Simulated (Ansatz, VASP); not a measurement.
## AlGaN2 in VASP and in Ansatz

File INCAR:

```
PREC = Accurate ; ENCUT = 520
EDIFF = 1E-6 ; ISMEAR = 0
SIGMA = 0.05 ; LREAL = False
LASPH = True ; NELM = 100
ALGO = Normal ; ISIF = 2
LWAVE = False ; LCHARG = True
LELF = True ; LVHAR = True
NBANDS = 21
```

The input KPOINTS:

```
Automatic mesh
0
Gamma
  8 8 6
```

The input POSCAR:

```
AlGaN2
1.0
    3.0937638930      0.0000000000      0.0000000000
    0.0000000000      3.0937638930      0.0000000000
    0.0000000000      0.0000000000      4.4901955091
Al Ga N
1 1 2
Direct
    0.5000000000      0.5000000000      0.5000000000
    0.0000000000      0.0000000000      0.0000000000
    0.5000000000      0.0000000000      0.7382648100
    0.0000000000      0.5000000000      0.2617351900
```

Input for Ansatz:

```yaml
crystal:
  lattice:
    - [3.093763893, 0.0, 0.0]
    - [0.0, 3.093763893, 0.0]
    - [0.0, 0.0, 4.4901955091]
  atoms:
    - { symbol: Al, position: [0.5, 0.5, 0.5] }
    - { symbol: Ga, position: [0.0, 0.0, 0.0] }
    - { symbol: "N", position: [0.5, 0.0, 0.73826481] }
    - { symbol: "N", position: [0.0, 0.5, 0.26173519] }
basis:
  ecutwfc: 420
kpoints:
  mp_grid: { grid: [8, 8, 6] }
hamiltonian:
  xc: lda
scf:
  occupations: { method: gaussian, width: 0.05 }
output:
  forces: true
  stress: true
  eigenvalues: true
  write_density: true
  write_potential: true
  elf: true
  volumetric_format: npy
```

Change from the starting cell: strain -0.015 along x and y, +0.015 along z, atoms carried along.

Alike in both runs: task single point; functional LDA; k mesh 8 × 8 × 6; occupations gaussian, width 0.05 eV; no spin polarisation.

|  | VASP | Ansatz |
| --- | --- | --- |
| version | VASP 6.6.1 | Ansatz 0.2.0 |
| potentials or method | VASP PAW LDA potentials, release 64 (Al, Ga_d, N), cutoff 520 eV | scalar-relativistic, plane waves, PAW |
| valence electrons in the cell | 26 | 26 |

|  | VASP | Ansatz | Ansatz less VASP |
| --- | --- | --- | --- |
| gap on the k mesh at the Fermi level (eV) | 2.93 | 2.92 | -0.011 |
| least direct gap on the mesh (eV) | 2.93 | 2.92 | -0.011 |
| pressure (GPa) | -1.2 | -2.0 | -0.85 |
| traceless stress, the component that is largest in VASP (GPa) | -3.00 | -3.04 | -0.038 |
| rms of the force components (eV/Å) | 0.093 | 0.105 | +0.0115 |

LDA's correlation is that of Perdew and Zunger in VASP and of Perdew and Wang (1992) in Ansatz. Atom by atom the forces differ by 0.012 eV/Å (rms over components).
